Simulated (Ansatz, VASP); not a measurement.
**Two plane-wave programs on Pd**

INCAR

```
SYSTEM = Pd
PREC = Accurate
ENCUT = 520
EDIFF = 1E-6
ISMEAR = -1
SIGMA = 0.1
LREAL = .False.
LASPH = .True.
NELM = 60
ALGO = Normal
ISIF = 2
LWAVE = .False.
LCHARG = .False.
GGA = RP
NBANDS = 28
```

File KPOINTS:

```
regular mesh
0
Gamma
  14 14 4
  0 0 0
```

POSCAR

```
Pd
1.0
    2.8104923619      0.0000000000      0.0000000000
   -1.4052461810      2.4339577826      0.0000000000
    0.0000000000      0.0000000000      9.2618297452
Pd
4
Direct
    0.0000000000      0.0000000000      0.0000000000
    0.0000000000      0.0000000000      0.5000000000
    0.3333333333      0.6666666667      0.2500000000
    0.6666666667      0.3333333333      0.7500000000
```

Input for Ansatz:

```yaml
crystal:
  lattice:
    - [2.8104923619, 0.0, 0.0]
    - [-1.405246181, 2.4339577826, 0.0]
    - [0.0, 0.0, 9.2618297452]
  atoms:
    - { symbol: Pd, position: [0.0, 0.0, 0.0] }
    - { symbol: Pd, position: [0.0, 0.0, 0.5] }
    - { symbol: Pd, position: [0.3333333333, 0.6666666667, 0.25] }
    - { symbol: Pd, position: [0.6666666667, 0.3333333333, 0.75] }
hamiltonian:
  xc: rpbe
  pseudopotentials:
    kind: paw
    azcp:
      Pd: "pseudopotentials/Pd.paw.azcp"
basis:
  ecutwfc: 420
  fft_grid_basis: typed
kpoints:
  mp_grid: { grid: [14, 14, 4], shift: [0, 0, 0] }
magnetization:
  spin_polarized: false
scf:
  occupations: { method: fermi_dirac, width: 0.1 }
  lower_state_search: "off"
output:
  stress: true
  write_density: true
  write_potential: true
  elf: true
  volumetric_format: npy
```

Alike in both runs: task single point; functional RPBE; k mesh 14 × 14 × 4; occupations fermi-dirac, width 0.1 eV; no spin polarisation.

|  | VASP | Ansatz |
| --- | --- | --- |
| version | VASP 6.6.1 | Ansatz 0.2.0 |
| potentials or method | VASP PAW PBE potentials, release 64 (Pd), cutoff 520 eV | plane waves (420 eV) with PAW, scalar-relativistic |
| valence electrons in the cell | 40 | 72 |

```csv
,VASP,Ansatz,Ansatz less VASP
pressure (GPa),-0.2,0.0,+0.21
"traceless stress, the component that is largest in VASP (GPa)",-0.36,-0.36,+0.005
```

VASP's potentials were made for PBE, not for RPBE. VASP's potentials hold 40 valence electrons a cell and Ansatz's 72, so a difference there can come from the potentials and not from the codes.
